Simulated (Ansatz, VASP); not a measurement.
SiC in VASP and in Ansatz

```
Si C
1.0
     3.07569    0.00000    0.00000
    -1.53785    2.66363    0.00000
     0.00000    0.00000   10.07065
Si C
4 4
Direct
  0.66667 0.33333 0.93784
  0.33333 0.66667 0.43784
  0.00000 0.00000 0.68789
  0.00000 0.00000 0.18789
  0.66667 0.33333 0.74980
  0.33333 0.66667 0.24980
  0.00000 0.00000 0.50046
  0.00000 0.00000 0.00046
```

Alike in both runs: task single point; functional LDA; k mesh 6 × 6 × 2; occupations gaussian, width 0.1 eV; no spin polarisation.

|  | VASP | Ansatz |
| --- | --- | --- |
| version | VASP 6.6.1 | Ansatz 0.2.0 |
| potentials or method | VASP PAW LDA potentials, release 64 (Si, C), cutoff 600 eV | scalar-relativistic, plane waves, PAW |
| valence electrons in the cell | 32 | 32 |

Ansatz gave:

- gap on the k mesh at the Fermi level (eV): 2.17
- least direct gap on the mesh (eV): 3.30
- pressure (GPa): -3.8
- traceless stress, the component that is largest in VASP (GPa): -0.13
- rms of the force components (eV/Å): 0.004

Q: What did VASP give for the same quantities?

A: gap on the k mesh at the Fermi level (eV): 2.16; least direct gap on the mesh (eV): 3.29; pressure (GPa): -3.6; traceless stress, the component that is largest in VASP (GPa): -0.12; rms of the force components (eV/Å): 0.004.

LDA's correlation is that of Perdew and Zunger in VASP and of Perdew and Wang (1992) in Ansatz. Atom by atom the forces differ by 0.000 eV/Å (rms over components).
